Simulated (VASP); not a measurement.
# Hf in VASP: single point with PBE+D3(BJ)

Aim: the single point of Hf with PBE+D3(BJ).

All numbers are computed with VASP 6.6.1; they aren't measurements. Logs are shortened: lines on timing, memory, paths and dates and some standing lists are left out, and cuts for length are marked.

## 1. The cell of the first run

The cell holds a slab with vacuum, 12 atoms: a = 6.070 Å, b = 6.070 Å, c = 20.956 Å, α = 90.00°, β = 90.00°, γ = 109.47°.

## 2. Single point, PBE+D3(BJ)

The input, INCAR:

```
SYSTEM = Hf
ALGO = Normal
DIPOL = 0.5 0.5 0.497
EDIFF = 1E-7
ENCUT = 520
GGA = PE
IDIPOL = 3
ISIF = 2
ISMEAR = 0
IVDW = 12
LASPH = .True.
LCHARG = .True.
LDIPOL = .True.
LELF = .True.
LREAL = .False.
LVACPOTAV = .True.
LVHAR = .True.
LWAVE = .False.
NBANDS = 72
NELM = 100
PREC = Accurate
SIGMA = 0.1
```

The input, KPOINTS:

```
k-points
0
Gamma
  3 3 1
  0 0 0
```

The input, POSCAR:

```
Hf
1.0
    6.0703438127      0.0000000000      0.0000000000
   -2.0234479376      5.7231750321      0.0000000000
    0.0000000000      0.0000000000     20.9564149681
Hf
12
Direct
    0.2500000000      0.2500000000      0.3817446835
    0.2500000000      0.7500000000      0.3817446835
    0.7500000000      0.2500000000      0.3817446835
    0.7500000000      0.7500000000      0.3817446835
    0.5000000000      0.5000000000      0.4966416185
    0.5000000000      0.0000000000      0.4966416185
    0.0000000000      0.5000000000      0.4966416185
    0.0000000000      0.0000000000      0.4966416185
    0.7500000000      0.7500000000      0.6115314520
    0.7500000000      0.2500000000      0.6115314520
    0.2500000000      0.7500000000      0.6115314520
    0.2500000000      0.2500000000      0.6115314520
```

Potentials or basis: VASP PAW PBE potentials, release 64 (Hf_pv).

On the command line:

```bash
$ cat potpaw_PBE.64/Hf_pv/POTCAR > POTCAR
$ mpirun -np 1 vasp_std > vasp.out
```

OUTCAR:

```text
SYSTEM = Hf
   EDIFF = 1E-7
   ENCUT = 520
   GGA = PE
   ISIF = 2
   ISMEAR = 0
   IVDW = 12
   LASPH = .True.
   LREAL = .False.
   NELM = 100
   PREC = Accurate
 IVDW          = 12

 ion  position               nearest neighbor table
   1  0.250  0.250  0.382-   5 2.98   8 2.98   2 3.04   2 3.04   3 3.04   3 3.04   7 3.46   6 3.46
                             4 3.50   4 3.50
   2  0.250  0.750  0.382-   6 2.98   7 2.98   1 3.04   1 3.04   4 3.04   4 3.04   5 3.46   8 3.46
                             3 3.50   3 3.50
   3  0.750  0.250  0.382-   6 2.98   7 2.98   4 3.04   4 3.04   1 3.04   1 3.04   5 3.46   8 3.46
                             2 3.50   2 3.50
   4  0.750  0.750  0.382-   5 2.98   8 2.98   3 3.04   3 3.04   2 3.04   2 3.04   7 3.46   6 3.46
                             1 3.50   1 3.50
   5  0.500  0.500  0.497-   9 2.98  12 2.98   1 2.98   4 2.98   6 3.04   6 3.04   7 3.04   7 3.04
                            11 3.46  10 3.46   3 3.46   2 3.46   8 3.50   8 3.50
   6  0.500  0.000  0.497-  10 2.98  11 2.98   2 2.98   3 2.98   5 3.04   5 3.04   8 3.04   8 3.04
                             9 3.46  12 3.46   1 3.46   4 3.46   7 3.50   7 3.50
   7  0.000  0.500  0.497-  10 2.98  11 2.98   2 2.98   3 2.98   8 3.04   8 3.04   5 3.04   5 3.04
                             9 3.46  12 3.46   1 3.46   4 3.46   6 3.50   6 3.50
   8  0.000  0.000  0.497-   9 2.98  12 2.98   1 2.98   4 2.98   7 3.04   7 3.04   6 3.04   6 3.04
                            11 3.46  10 3.46   3 3.46   2 3.46   5 3.50   5 3.50
   9  0.750  0.750  0.612-   5 2.98   8 2.98  10 3.04  10 3.04  11 3.04  11 3.04   7 3.46   6 3.46
[... 15 lines left out ...]
 A1 = (   6.0703438127,   0.0000000000,   0.0000000000)
 A2 = (  -2.0234479376,   5.7231750321,   0.0000000000)
 A3 = (   0.0000000000,   0.0000000000,  20.9564149681)

Analysis of symmetry for initial positions (statically):
=====================================================================
 Subroutine PRICEL returns following result:

  LATTYP: Found a base centered orthorhombic cell.
 ALAT       =     3.5047146343
 B/A-ratio  =     1.4142135624
 C/A-ratio  =     5.9794925278

  Lattice vectors:

 A1 = (   3.0351719064,   0.0000000000,   0.0000000000)
 A2 = (  -1.0117239688,   2.8615875161,   0.0000000000)
 A3 = (   0.0000000000,   0.0000000000,  20.9564149681)

   4 primitive cells build up your supercell.

 Routine SETGRP: Setting up the symmetry group for a
 base centered orthorhombic supercell.

 Subroutine GETGRP returns: Found  8 space group operations
 (whereof  4 operations were pure point group operations)
 out of a pool of  8 trial point group operations.

The static configuration has the point symmetry C_2v.
 The point group associated with its full space group is D_2h.

Analysis of symmetry for dynamics (positions and initial velocities):
[... 127 lines left out ...]
  Fermi-wavevector in a.u.,A,eV,Ry     =   0.897593  1.696205 10.961850  0.805673
  Thomas-Fermi vector in A             =   2.020197
   LORBIT       =      0    0 simple, 1 ext, 2 COOP (PROOUT), +10 PAW based schemes
   GGA     = PE    functional components
   LHFCALC =     F    Hartree Fock is set to
   AEXX    =    0.0000 exact exchange contribution
   IVDW    =    12    specifies the selected vdW correction
   LEPSILON=     F    determine dielectric tensor
   LRPA    =     F    only Hartree local field effects (RPA)
 non-spin polarized calculation
 Gauss-broadening in eV      SIGMA  =   0.10
  energy-cutoff  :      520.00
  volume of cell :      728.06
 maximum number of plane-waves:     19619
 NGX is ok and might be reduce to    48
   NGX = 23   NGY = 23   NGZ = 77

 dipolmoment           0.000000      0.000000     -0.001476 electrons x Angstroem

 number of electron     119.9999980 magnetization

 dipolmoment           0.000000      0.000000      0.004326 electrons x Angstroem

 Free energy of the ion-electron system (eV)
  ---------------------------------------------------
  ext. energy  EPLUGINS =         0.00000000
  ---------------------------------------------------
  free energy    TOTEN  =      -109.61523906 eV

  energy without entropy =     -109.43393913  energy(sigma->0) =     -109.52458910

 E-fermi :  -0.8864     XC(G=0):  -5.0476

 val. band max:       -0.9050921557   @ k =  -0.3333   0.3333   0.0000
 cond. band min:      -0.8786184199   @ k =   0.3333   0.3333   0.0000
 fundamental gap:      0.0264737358
 Fermi energy:        -0.8864413619

 k-point     1 :       0.0000    0.0000    0.0000
  band No.  band energies     occupation
      1     -31.8118      2.00000
      2     -31.8118      2.00000
      3     -31.8082      2.00000
      4     -31.7807      2.00000
      5     -31.7524      2.00000
      6     -31.7524      2.00000
[... 289 lines left out ...]
     71       0.3170      0.00000
     72       0.7240      0.00000

------------------------ aborting loop because EDIFF is reached ----------------------------------------

 Edisp (eV)   -3.64538

 E8    (eV) :    -2.0366

  FORCE on cell =-STRESS in cart. coord.  units (eV):
  Direction    XX          YY          ZZ          XY          YZ          ZX
  --------------------------------------------------------------------------------------
  -------------------------------------------------------------------------------------
  Total      -8.24256    -7.87774    -0.55825     0.51594     0.00000     0.00000
  in kB     -18.13867   -17.33583    -1.22848     1.13538     0.00000     0.00000
  external pressure =      -12.23 kB  Pullay stress =        0.00 kB

 VOLUME and BASIS-vectors are now :
 -----------------------------------------------------------------------------
  energy-cutoff  :      520.00
  volume of cell :      728.06
      direct lattice vectors                 reciprocal lattice vectors
     6.070343813  0.000000000  0.000000000     0.164735315  0.058242729  0.000000000
    -2.023447938  5.723175032  0.000000000     0.000000000  0.174728187  0.000000000
     0.000000000  0.000000000 20.956414968     0.000000000  0.000000000  0.047718085

 POSITION                                       TOTAL-FORCE (eV/Angst)
 -----------------------------------------------------------------------------------
      1.01172      1.43079      8.00000        -0.000000     -0.000000      0.023807
     -0.00000      4.29238      8.00000        -0.000000      0.000000      0.023807
      4.04690      1.43079      8.00000        -0.000000      0.000000      0.023807
      3.03517      4.29238      8.00000         0.000000     -0.000000      0.023807
      2.02345      2.86159     10.40783         0.000000     -0.000000     -0.000000
      3.03517      0.00000     10.40783        -0.000000     -0.000000     -0.000000
     -1.01172      2.86159     10.40783        -0.000000     -0.000000     -0.000000
      0.00000      0.00000     10.40783         0.000000     -0.000000     -0.000000
      3.03517      4.29238     12.81551         0.000000      0.000000     -0.023807
      4.04690      1.43079     12.81551        -0.000000      0.000000     -0.023807
     -0.00000      4.29238     12.81551         0.000000     -0.000000     -0.023807
      1.01172      1.43079     12.81551        -0.000000      0.000000     -0.023807
 -----------------------------------------------------------------------------------
    total drift:                               -0.000000     -0.000000      0.516990

  FREE ENERGIE OF THE ION-ELECTRON SYSTEM (eV)
  ---------------------------------------------------
  free  energy   TOTEN  =      -113.2606218877 eV

  energy  without entropy=     -113.0793219515  energy(sigma->0) =     -113.16997192

 vacuum level on the upper side and lower side of the slab         3.463         3.440
```

stdout:

```text
POSCAR found type information on POSCAR Hf
 POSCAR found :  1 types and      12 ions
 scaLAPACK will be used
 LDA part: xc-table for (Slater+PW92), standard interpolation
 POSCAR, INCAR and KPOINTS ok, starting setup
 FFT: planning ... GRIDC
 FFT: planning ... GRID_SOFT
 FFT: planning ... GRID
 WAVECAR not read
 entering main loop
 -----------------------------------------------------------------------------
|                                                                             |
|           W    W    AA    RRRRR   N    N  II  N    N   GGGG   !!!           |
|           W    W   A  A   R    R  NN   N  II  NN   N  G    G  !!!           |
|           W    W  A    A  R    R  N N  N  II  N N  N  G       !!!           |
|           W WW W  AAAAAA  RRRRR   N  N N  II  N  N N  G  GGG   !            |
|           WW  WW  A    A  R   R   N   NN  II  N   NN  G    G                |
|           W    W  A    A  R    R  N    N  II  N    N   GGGG   !!!           |
|                                                                             |
|     Did not find any points to average over, which means that no vacuum     |
|     field-free region was found. Please increase the size of  your cell     |
|     in the dimension of the dipole correction to obtain accurate            |
|     workfunction values.                                                    |
|                                                                             |
 -----------------------------------------------------------------------------
```

Wall time 20 min (1 thread of Intel Xeon 8259CL, shared host); peak memory 0.8 GiB.

Results:

```
Free energy                : -113.2606 eV
Largest force              : 0.024 eV/Å
Band gap on the k mesh     : zero (bands 60 and 61 overlap by 0.24 eV)
Dispersion energy per atom : -0.304 eV
```

Forces on the atoms (eV/Å):
```
Hf   0.000  0.000  0.024
Hf   0.000  0.000  0.024
Hf   0.000  0.000  0.024
Hf   0.000  0.000  0.024
Hf   0.000  0.000  0.000
Hf   0.000  0.000  0.000
Hf   0.000  0.000  0.000
Hf   0.000  0.000  0.000
Hf   0.000  0.000 -0.024
Hf   0.000  0.000 -0.024
Hf   0.000  0.000 -0.024
Hf   0.000  0.000 -0.024
```

Levels at points of the mesh, in eV from the Fermi level:
```csv
k point,band 56,band 57,band 58,band 59,band 60,band 61,band 62,band 63
"(0.00, 0.00, 0.00)",-0.45,-0.45,-0.13,-0.08,0.05,0.10,0.22,0.22
```

Caveat: the k points lie up to 0.37 Å⁻¹ apart; spin-orbit coupling is left out, which moves the levels of the heavy elements.

The gap in the log of VASP goes by the Fermi energy; the results here count the filled bands.